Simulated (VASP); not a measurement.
# BP (Pm-3m) in VASP: notebook

The runs below take BP through single point, with LDA, r2SCAN, PBE.

All numbers are computed with VASP 6.6.1; they aren't measurements. Logs are shortened: lines on timing, memory, paths and dates and some standing lists are left out, and cuts for length are marked.

## (1) The cell of the first run

The structure is cubic, space group Pm-3m (No. 221). The conventional cell has a = 2.708 Å, b = 2.708 Å, c = 2.708 Å, α = 90.00°, β = 90.00°, γ = 90.00°. B (site symmetry m-3m) has 8 P at 2.35 Å and 6 B at 2.71 Å within 3.1 Å. Within 3.1 Å of P (site symmetry m-3m) lie 8 B at 2.35 Å and 6 P at 2.71 Å.

## (2) Single point, LDA

INCAR

```
SYSTEM = BP
PREC     = Accurate       ! precision mode
ENCUT    = 520            ! plane-wave cutoff, eV
EDIFF    = 1E-7           ! SCF threshold, eV
ISMEAR   = -1             ! smearing method
SIGMA    = 0.02           ! smearing width, eV
LREAL    = .False.        ! projectors in reciprocal space
LASPH    = .True.         ! aspherical terms in the spheres
NELM     = 100            ! most SCF steps
ALGO     = Normal         ! electronic algorithm
ISIF     = 2              ! what is computed and relaxed
LWAVE    = .False.        ! write WAVECAR
LCHARG   = .False.        ! write CHGCAR
NBANDS   = 11             ! bands
```

KPOINTS

```
Automatic mesh
0
Gamma
  6 6 6
  0 0 0
```

POSCAR

```
BP
1.0
    2.7080526412      0.0000000000      0.0000000000
    0.0000000000      2.7080526412      0.0000000000
    0.0000000000      0.0000000000      2.7080526412
B P
1 1
Direct
    0.0000000000      0.0000000000      0.0000000000
    0.5000000000      0.5000000000      0.5000000000
```

Potentials or basis: VASP PAW LDA potentials, release 64 (B, P).

Run with:

```bash
$ cat potpaw_LDA.64/B/POTCAR potpaw_LDA.64/P/POTCAR > POTCAR
$ mpirun -np 1 vasp_std > vasp.out
```

OUTCAR:

```text
SYSTEM = BP
   PREC = Accurate
   ENCUT = 520
   EDIFF = 1E-7
   ISMEAR = -1
   LREAL = .False.
   LASPH = .True.
   NELM = 100
   ISIF = 2

 ion  position               nearest neighbor table
   1  0.000  0.000  0.000-   2 2.35   2 2.35   2 2.35   2 2.35   2 2.35   2 2.35   2 2.35   2 2.35

   2  0.500  0.500  0.500-   1 2.35   1 2.35   1 2.35   1 2.35   1 2.35   1 2.35   1 2.35   1 2.35

  LATTYP: Found a simple cubic cell.
 ALAT       =     2.7080526412

  Lattice vectors:

 A1 = (   2.7080526412,   0.0000000000,   0.0000000000)
 A2 = (   0.0000000000,   2.7080526412,   0.0000000000)
 A3 = (   0.0000000000,   0.0000000000,   2.7080526412)

Analysis of symmetry for initial positions (statically):
=====================================================================
 Subroutine PRICEL returns:
 Original cell was already a primitive cell.

 Routine SETGRP: Setting up the symmetry group for a
 simple cubic supercell.

 Subroutine GETGRP returns: Found 48 space group operations
 (whereof 48 operations were pure point group operations)
 out of a pool of 48 trial point group operations.

The static configuration has the point symmetry O_h .

Analysis of symmetry for dynamics (positions and initial velocities):
=====================================================================
 Subroutine PRICEL returns:
 Original cell was already a primitive cell.

 Routine SETGRP: Setting up the symmetry group for a
 simple cubic supercell.

 Subroutine GETGRP returns: Found 48 space group operations
 (whereof 48 operations were pure point group operations)
 out of a pool of 48 trial point group operations.

The dynamic configuration has the point symmetry O_h .

 Subroutine INISYM returns: Found 48 space group operations
 (whereof 48 operations are pure point group operations),
 and found     1 'primitive' translations

----------------------------------------------------------------------------------------

                                     Primitive cell

  volume of cell :      19.8596

  direct lattice vectors                    reciprocal lattice vectors
     2.708052641  0.000000000  0.000000000     0.369269040  0.000000000  0.000000000
     0.000000000  2.708052641  0.000000000     0.000000000  0.369269040  0.000000000
     0.000000000  0.000000000  2.708052641     0.000000000  0.000000000  0.369269040

  length of vectors
     2.708052641  2.708052641  2.708052641     0.369269040  0.369269040  0.369269040

  position of ions in fractional coordinates (direct lattice)
     0.000000000  0.000000000  0.000000000
     0.500000000  0.500000000  0.500000000

  ion indices of the primitive-cell ions
   primitive index   ion index
                 1           1
                 2           2

----------------------------------------------------------------------------------------

 KPOINTS: Automatic mesh

Automatic generation of k-mesh.
 Grid dimensions read from file:
 generate k-points for:    6    6    6

 Generating k-lattice:

  Cartesian coordinates                     Fractional coordinates (reciprocal lattice)
     0.061544840  0.000000000  0.000000000     0.166666667  0.000000000  0.000000000
     0.000000000  0.061544840  0.000000000     0.000000000  0.166666667  0.000000000
     0.000000000  0.000000000  0.061544840     0.000000000  0.000000000  0.166666667

  Length of vectors
     0.061544840  0.061544840  0.061544840

  Shift w.r.t. Gamma in fractional coordinates (k-lattice)
     0.000000000  0.000000000  0.000000000

 Subroutine IBZKPT returns following result:
 ===========================================

 Found     20 irreducible k-points:

 Following reciprocal coordinates:
            Coordinates               Weight
  0.000000  0.000000  0.000000      1.000000
  0.166667  0.000000  0.000000      6.000000
  0.333333  0.000000  0.000000      6.000000
  0.500000  0.000000  0.000000      3.000000
  0.166667  0.166667  0.000000     12.000000
  0.333333  0.166667  0.000000     24.000000
[... 12 lines left out ...]
  0.500000  0.500000  0.333333      6.000000
  0.500000  0.500000  0.500000      1.000000
   k-points           NKPTS =     20   k-points in BZ     NKDIM =     20   number of bands    NBANDS=     11
   number of dos      NEDOS =    301   number of ions     NIONS =      2
   total plane-waves  NPLWV =   8000
   dimension x,y,z NGX =    20 NGY =   20 NGZ =   20
   dimension x,y,z NGXF=    40 NGYF=   40 NGZF=   40
   ions per type =               1   1
   NGX,Y,Z   is equivalent  to a cutoff of  12.28, 12.28, 12.28 a.u.
   NGXF,Y,Z  is equivalent  to a cutoff of  24.56, 24.56, 24.56 a.u.
 SYSTEM =  BP
   PREC   = accura    normal or accurate (medium, high low for compatibility)
   ISTART =      0    job   : 0-new  1-cont  2-samecut
   ICHARG =      2    charge: 1-file 2-atom 10-const
   ISPIN  =      1    spin polarized calculation?
   LNONCOLLINEAR =      F non collinear calculations
   LSORBIT =      F    spin-orbit coupling
   LASPH  =      T    aspherical Exc in radial PAW
   ENCUT  =  520.0 eV  38.22 Ry    6.18 a.u.   5.04  5.04  5.04*2*pi/ulx,y,z
   NELM   =    100;   NELMIN=  2; NELMDL= -5     # of ELM steps
   EDIFF  = 0.1E-06   stopping-criterion for ELM
   LREAL  =      F    real-space projection
   EDIFFG = 0.1E-05   stopping-criterion for IOM
   NSW    =      0    number of steps for IOM
   IBRION =     -1    ionic relax: 0-MD 1-quasi-New 2-CG
   NFREE  =      0    steps in history (QN), initial steepest desc. (CG)
   ISIF   =      2    stress and relaxation
   ISYM   =      2    0-nonsym 1-usesym 2-fastsym
   POTIM  = 0.5000    time-step for ionic-motion
   TEBEG  =    0.0;   TEEND  =   0.0 temperature during run
   PSTRESS=    0.0 pullay stress
   NELECT =       8.0000    total number of electrons
   NUPDOWN=      -1.0000    fix difference up-down
   EMIN   =  10.00;   EMAX   =-10.00  energy-range for DOS
   EFERMI =   0.00;   METHOD = LEGACY
   ISMEAR =    -1;   SIGMA  =   0.02  broadening in eV -4-tet -1-fermi 0-gaus
   EFERMI_NEDOS =   21; number of points for ismear=-14 and -15
   IALGO  =     38    algorithm
   IMIX   =      4    mixing-type and parameters
     AMIX     =   0.40;   BMIX     =  1.00
     AMIX_MAG =   1.60;   BMIX_MAG =  1.00
  volume/ion in A,a.u.               =       9.93        67.01
  Fermi-wavevector in a.u.,A,eV,Ry     =   1.209060  2.284791 19.889340  1.461825
  Thomas-Fermi vector in A             =   2.344649
   LORBIT       =      0    0 simple, 1 ext, 2 COOP (PROOUT), +10 PAW based schemes
   GGA     = CA    functional components
   LHFCALC =     F    Hartree Fock is set to
   AEXX    =    0.0000 exact exchange contribution
   IVDW    =     0    specifies the selected vdW correction
   LEPSILON=     F    determine dielectric tensor
   LRPA    =     F    only Hartree local field effects (RPA)
 non-spin polarized calculation
  energy-cutoff  :      520.00
  volume of cell :       19.86
 maximum number of plane-waves:       554
   NGX = 11   NGY = 11   NGZ = 11

 number of electron       7.9999998 magnetization

 Free energy of the ion-electron system (eV)
  ---------------------------------------------------
  ext. energy  EPLUGINS =         0.00000000
  ---------------------------------------------------
  free energy    TOTEN  =       -10.73200662 eV

  energy without entropy =      -10.72872325  energy(sigma->0) =      -10.73036494

 E-fermi :  10.3274     XC(G=0): -12.1812

 val. band max:       10.0756544528   @ k =   0.1667   0.1667   0.0000
 cond. band min:      10.3373460433   @ k =   0.5000   0.1667   0.0000
 fundamental gap:      0.2616915906
 Fermi energy:        10.3273541290

 k-point     1 :       0.0000    0.0000    0.0000
  band No.  band energies     occupation
      1      -6.9293      2.00000
      2       9.1176      2.00000
      3       9.1176      2.00000
      4       9.1176      2.00000
      5      12.5519      0.00000
      6      14.6559      0.00000
      7      14.6559      0.00000
      8      21.0009      0.00000
      9      21.0009      0.00000
     10      21.0009      0.00000
     11      28.2638      0.00000

 k-point     2 :       0.1667    0.0000    0.0000
  band No.  band energies     occupation
      1      -6.4254      2.00000
      2       5.6718      2.00000
      3       9.5991      2.00000
      4       9.5991      2.00000
      5      13.2628      0.00000
      6      15.1536      0.00000
      7      18.2772      0.00000
      8      19.4865      0.00000
      9      19.4865      0.00000
     10      20.2983      0.00000
     11      28.2800      0.00000

 k-point     3 :       0.3333    0.0000    0.0000
  band No.  band energies     occupation
      1      -4.9523      2.00000
      2       1.4505      2.00000
      3      11.0235      0.00000
      4      11.0235      0.00000
      5      14.2500      0.00000
      6      16.3928      0.00000
      7      16.3928      0.00000
      8      16.5280      0.00000
      9      17.9790      0.00000
     10      24.8383      0.00000
     11      24.9388      0.00000

 k-point     4 :       0.5000    0.0000    0.0000
  band No.  band energies     occupation
      1      -3.2515      2.00000
      2      -1.2024      2.00000
      3      13.0460      0.00000
      4      13.0460      0.00000
      5      13.6744      0.00000
      6      13.6744      0.00000
      7      15.2830      0.00000
      8      16.5741      0.00000
      9      17.7218      0.00000
     10      22.5439      0.00000
     11      28.9831      0.00000
[... 183 lines left out ...]
 k-point    18 :       0.5000    0.3333    0.3333
  band No.  band energies     occupation
      1       0.9135      2.00000
      2       2.4900      2.00000
      3       6.8768      2.00000
      4       7.4694      2.00000
      5       8.0693      2.00000
      6       8.6475      2.00000
      7      13.1288      0.00000
      8      13.4815      0.00000
      9      28.1594      0.00000
     10      28.4990      0.00000
     11      29.9634      0.00000

 k-point    19 :       0.5000    0.5000    0.3333
  band No.  band energies     occupation
      1       2.9348      2.00000
      2       4.1829      2.00000
      3       4.1829      2.00000
      4       5.7932      2.00000
      5       9.1014      2.00000
      6      10.3698      0.21371
      7      10.3698      0.21371
      8      10.7573      0.00000
      9      29.6508      0.00000
     10      29.6508      0.00000
     11      29.9816      0.00000

 k-point    20 :       0.5000    0.5000    0.5000
  band No.  band energies     occupation
      1       4.6852      2.00000
      2       6.4817      2.00000
      3       6.4817      2.00000
      4       6.4817      2.00000
      5       7.0913      2.00000
      6       7.0913      2.00000
      7       7.0913      2.00000
      8       8.7966      2.00000
      9      31.0130      0.00000
     10      31.0130      0.00000
     11      31.0130      0.00000

------------------------ aborting loop because EDIFF is reached ----------------------------------------

  FORCE on cell =-STRESS in cart. coord.  units (eV):
  Direction    XX          YY          ZZ          XY          YZ          ZX
  --------------------------------------------------------------------------------------
  -------------------------------------------------------------------------------------
  Total       -0.1872546     -0.1872546     -0.1872546     -0.0000000      0.0000000     -0.0000000
  in kB      -15.1067741    -15.1067741    -15.1067741     -0.0000000      0.0000000     -0.0000000
  external PRESSURE =     -15.1067741 kB  Pullay stress =       0.0000000 kB

 VOLUME and BASIS-vectors are now :
 -----------------------------------------------------------------------------
  energy-cutoff  :      520.00
  volume of cell :       19.86
      direct lattice vectors                 reciprocal lattice vectors
     2.708052641  0.000000000  0.000000000     0.369269040  0.000000000  0.000000000
     0.000000000  2.708052641  0.000000000     0.000000000  0.369269040  0.000000000
     0.000000000  0.000000000  2.708052641     0.000000000  0.000000000  0.369269040

 POSITION                                       TOTAL-FORCE (eV/Angst)
 -----------------------------------------------------------------------------------
      0.00000      0.00000      0.00000         0.000000      0.000000      0.000000
      1.35403      1.35403      1.35403         0.000000      0.000000      0.000000
 -----------------------------------------------------------------------------------
    total drift:                                0.000000      0.000000     -0.000000

  FREE ENERGIE OF THE ION-ELECTRON SYSTEM (eV)
  ---------------------------------------------------
  free  energy   TOTEN  =       -10.7320066154 eV

  energy  without entropy=      -10.7287232549  energy(sigma->0) =      -10.73036494
```

Wall time 5.5 s (1 thread of AMD EPYC 7R13, shared host); peak memory 0.08 GiB.

What came out:

- Free energy: -10.7320 eV
- Pressure: -1.5 GPa
- Band gap on the k mesh: zero (band 4 reaches 13.05 eV, above the bottom of band 5 at 7.09 eV)

Caveat: the k points lie up to 0.39 Å⁻¹ apart.

## (3) Single point, r2SCAN

POSCAR is that of step 2.

INCAR.step1

```
  PREC = Accurate
  ENCUT = 520
  ISMEAR = -1
  SIGMA = 0.02
  LREAL = False
  LASPH = True
  NELM = 100
  NBANDS = 11
  GGA = PE
  ALGO = Normal
  EDIFF = 1E-4
  LWAVE = True
  LCHARG = False
```

INCAR.step2

```
  PREC = Accurate
  ENCUT = 520
  EDIFF = 1E-7
  ISMEAR = -1
  SIGMA = 0.02
  LREAL = False
  LASPH = True
  NELM = 100
  ALGO = Normal
  ISIF = 2
  LWAVE = False
  LCHARG = False
  METAGGA = R2SCAN
  LMIXTAU = True
  NBANDS = 11
  ISTART = 1
```

KPOINTS

```
Automatic mesh
0
Gamma
  4 4 4
```

Potentials or basis: VASP PAW PBE potentials, release 64 (B, P).

Run with:

```bash
$ cat potpaw_PBE.64/B/POTCAR potpaw_PBE.64/P/POTCAR > POTCAR
$ cp INCAR.step1 INCAR
$ mpirun -np 1 vasp_std > vasp.out
$ cp INCAR.step2 INCAR
$ mpirun -np 1 vasp_std > vasp.out
```

Run time: 15 s. Hardware: 1 thread of AMD EPYC 7R13, shared host; peak memory 0.09 GiB.

It converged, with:

```yaml
Free_energy: -13.3162 eV
Pressure: -3.3 GPa
Band_gap_on_the_k_mesh: zero (band 4 reaches 13.47 eV, above the bottom of band 5 at 6.99 eV)
```

Levels at points of the mesh, in eV from the Fermi level:
```
           k point  band 1  band 2  band 3  band 4  band 5  band 6  band 7  band 8
(0.00, 0.00, 0.00)  -18.33   -1.13   -1.13   -1.13    2.58    4.61    4.61   11.91
(0.50, 0.00, 0.00)  -14.36  -12.28    3.27    3.27    3.59    3.59    5.77    6.78
(0.50, 0.50, 0.00)   -9.88   -8.67   -8.67   -6.47    5.78    5.87    9.20    9.20
(0.50, 0.50, 0.50)   -5.82   -4.10   -4.10   -4.10   -3.21   -3.21   -3.21   -1.60
```

Caveat: the k points lie up to 0.58 Å⁻¹ apart; the PAW data sets were made with another functional, which shifts forces and pressure a little.

## (4) Single point, PBE

INCAR

```
SYSTEM = BP
PREC = Accurate ; ENCUT = 520
EDIFF = 1E-7 ; ISMEAR = -1
SIGMA = 0.02 ; LREAL = .FALSE.
LASPH = .TRUE. ; NELM = 100
ALGO = Normal ; ISIF = 2
LWAVE = .FALSE. ; LCHARG = .FALSE.
GGA = PE ; NBANDS = 11
```

KPOINTS

```
Automatic mesh
0
G
  8 8 8
  0 0 0
```

POSCAR is that of step 3.

Potentials or basis: VASP PAW PBE potentials, release 64 (B, P).

Run with:

```bash
$ cat potpaw_PBE.64/B/POTCAR potpaw_PBE.64/P/POTCAR > POTCAR
$ mpirun -np 1 vasp_std > vasp.out
```

OUTCAR:

```text
SYSTEM = BP
   PREC = Accurate
   ENCUT = 520
   EDIFF = 1E-7
   ISMEAR = -1
   LREAL = .FALSE.
   LASPH = .TRUE.
   NELM = 100
   ISIF = 2
   GGA = PE

 ion  position               nearest neighbor table
   1  0.000  0.000  0.000-   2 2.35   2 2.35   2 2.35   2 2.35   2 2.35   2 2.35   2 2.35   2 2.35

   2  0.500  0.500  0.500-   1 2.35   1 2.35   1 2.35   1 2.35   1 2.35   1 2.35   1 2.35   1 2.35

  LATTYP: Found a simple cubic cell.
 ALAT       =     2.7080526412

  Lattice vectors:

[... 513 lines left out ...]
      6      13.3798      0.00000
      7      17.0295      0.00000
      8      17.1213      0.00000
      9      23.6085      0.00000
     10      24.5226      0.00000
     11      25.8840      0.00000

 [... further k-points ...]
[... 5 lines left out ...]
  --------------------------------------------------------------------------------------
  -------------------------------------------------------------------------------------
  Total        0.0363677      0.0363677      0.0363677     -0.0000000      0.0000000     -0.0000000
  in kB        2.9339642      2.9339642      2.9339642     -0.0000000      0.0000000     -0.0000000
  external PRESSURE =       2.9339642 kB  Pullay stress =       0.0000000 kB

 VOLUME and BASIS-vectors are now :
 -----------------------------------------------------------------------------
  energy-cutoff  :      520.00
  volume of cell :       19.86
      direct lattice vectors                 reciprocal lattice vectors
     2.708052641  0.000000000  0.000000000     0.369269040  0.000000000  0.000000000
     0.000000000  2.708052641  0.000000000     0.000000000  0.369269040  0.000000000
     0.000000000  0.000000000  2.708052641     0.000000000  0.000000000  0.369269040

 POSITION                                       TOTAL-FORCE (eV/Angst)
 -----------------------------------------------------------------------------------
      0.00000      0.00000      0.00000         0.000000      0.000000      0.000000
      1.35403      1.35403      1.35403         0.000000      0.000000      0.000000
 -----------------------------------------------------------------------------------
    total drift:                                0.000000      0.000000     -0.000000

  FREE ENERGIE OF THE ION-ELECTRON SYSTEM (eV)
  ---------------------------------------------------
  free  energy   TOTEN  =        -9.2283728036 eV

  energy  without entropy=       -9.2260506870  energy(sigma->0) =       -9.22721175
```

stdout:

```text
POSCAR found type information on POSCAR B P
 POSCAR found :  2 types and       2 ions
 scaLAPACK will be used
 LDA part: xc-table for (Slater+PW92), standard interpolation
 POSCAR, INCAR and KPOINTS ok, starting setup
 FFT: planning ... GRIDC
 FFT: planning ... GRID_SOFT
 FFT: planning ... GRID
 WAVECAR not read
 entering main loop
```

Run time: 6.8 s. Hardware: 1 thread of AMD EPYC 7R13, shared host; peak memory 0.09 GiB.

What came out:

- Free energy: -9.2284 eV
- Pressure: 0.3 GPa
- Band gap on the k mesh: zero (band 4 reaches 13.10 eV, above the bottom of band 5 at 7.08 eV)

Levels at points of the mesh, in eV from the Fermi level:
```
           k point  band 1  band 2  band 3  band 4  band 5  band 6  band 7  band 8  band 9
(0.00, 0.00, 0.00)  -17.28   -1.12   -1.12   -1.12    2.27    4.34    4.34   10.95   10.95
(0.50, 0.00, 0.00)  -13.57  -11.54    2.88    2.88    3.43    3.43    5.14    6.31    7.42
(0.50, 0.50, 0.00)   -9.37   -8.18   -8.18   -6.10    5.13    5.56    8.43    8.43   11.68
(0.50, 0.50, 0.50)   -5.61   -3.81   -3.81   -3.81   -3.15   -3.15   -3.15   -1.55   20.97
```

(Continued in part 2 of 2.)
